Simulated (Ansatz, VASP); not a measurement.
**Two plane-wave programs on RbBr**

Contents of POSCAR:

```
RbBr
1.0
    0.0000000000      3.4258659167      3.4258659167
    3.4258659167      0.0000000000      3.4258659167
    3.4258659167      3.4258659167      0.0000000000
Rb Br
1 1
Direct
    0.0000000000      0.0000000000      0.0000000000
    0.5000000000      0.5000000000      0.5000000000
```

INCAR.step1

```
SYSTEM = RbBr
  ALGO = Normal
  EDIFF = 1E-4
  ENCUT = 520
  GGA = PE
  ISMEAR = 0
  LASPH = .TRUE.
  LCHARG = .FALSE.
  LREAL = .FALSE.
  LWAVE = .TRUE.
  NBANDS = 15
  NELM = 80
  PREC = Accurate
  SIGMA = 0.01
```

INCAR.step2

```
SYSTEM = RbBr
  ALGO = Normal
  EDIFF = 1E-7
  ENCUT = 520
  ISIF = 2
  ISMEAR = 0
  ISTART = 1
  LASPH = .TRUE.
  LCHARG = .FALSE.
  LMIXTAU = .TRUE.
  LREAL = .FALSE.
  LWAVE = .FALSE.
  METAGGA = R2SCAN
  NBANDS = 15
  NELM = 80
  PREC = Accurate
  SIGMA = 0.01
```

The input KPOINTS:

```
k-points
0
G
  6 6 6
  0 0 0
```

Input for Ansatz:

```yaml
crystal:
  lattice:
    - [0.0, 3.4258659167, 3.4258659167]
    - [3.4258659167, 0.0, 3.4258659167]
    - [3.4258659167, 3.4258659167, 0.0]
  atoms:
    - { symbol: Rb, position: [0.0, 0.0, 0.0] }
    - { symbol: Br, position: [0.5, 0.5, 0.5] }
kpoints:
  mp_grid: { grid: [6, 6, 6] }
hamiltonian:
  xc: r2scan
scf:
  occupations: { method: fixed }
  n_extra_bands: 4
output:
  forces: true
  stress: true
  eigenvalues: true
```

Alike in both runs: task single point; functional r2SCAN; k mesh 6 × 6 × 6; no spin polarisation.

```csv
,VASP,Ansatz
version,VASP 6.6.1,Ansatz 0.2.0
potentials or method,"VASP PAW PBE potentials, release 64 (Rb_sv, Br)","plane waves, PAW"
plane-wave cutoff (eV),520,500
occupations,"gaussian, width 0.01 eV",fixed
valence electrons in the cell,16,16
```

|  | VASP | Ansatz | Ansatz less VASP |
| --- | --- | --- | --- |
| gap on the k mesh at the Fermi level (eV) | 4.97 | 4.97 | +0.001 |
| pressure (GPa) | 0.5 | 0.5 | -0.02 |

VASP's potentials were made for PBE, not for r2SCAN.
